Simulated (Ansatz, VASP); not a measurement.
# Rh: VASP beside Ansatz

```
Rh
1.0
     2.69175    0.00000    0.00000
    -1.34587    2.33112    0.00000
     0.00000    0.00000    8.79807
Rh
4
Direct
  0.00000 0.00000 0.00000
  0.33333 0.66667 0.25000
  0.00000 0.00000 0.50000
  0.66667 0.33333 0.75000
```

Alike in both runs: task single point; functional PBEsol; k mesh 9 × 9 × 3; occupations gaussian, width 0.2 eV; no spin polarisation.

```csv
,VASP,Ansatz
version,VASP 6.6.1,Ansatz 0.2.0
potentials or method,"VASP PAW PBE potentials, release 64 (Rh_pv), cutoff 520 eV","plane waves, PAW"
valence electrons in the cell,60,68
```

|  | VASP | Ansatz | Ansatz less VASP |
| --- | --- | --- | --- |
| pressure (GPa) | -5.7 | -5.5 | +0.13 |
| traceless stress, the component that is largest in VASP (GPa) | -1.07 | -1.06 | +0.004 |

VASP's potentials were made for PBE, not for PBEsol, and Ansatz warns of the same on its side. VASP's potentials hold 60 valence electrons a cell and Ansatz's 68, so a difference there can come from the potentials and not from the codes.
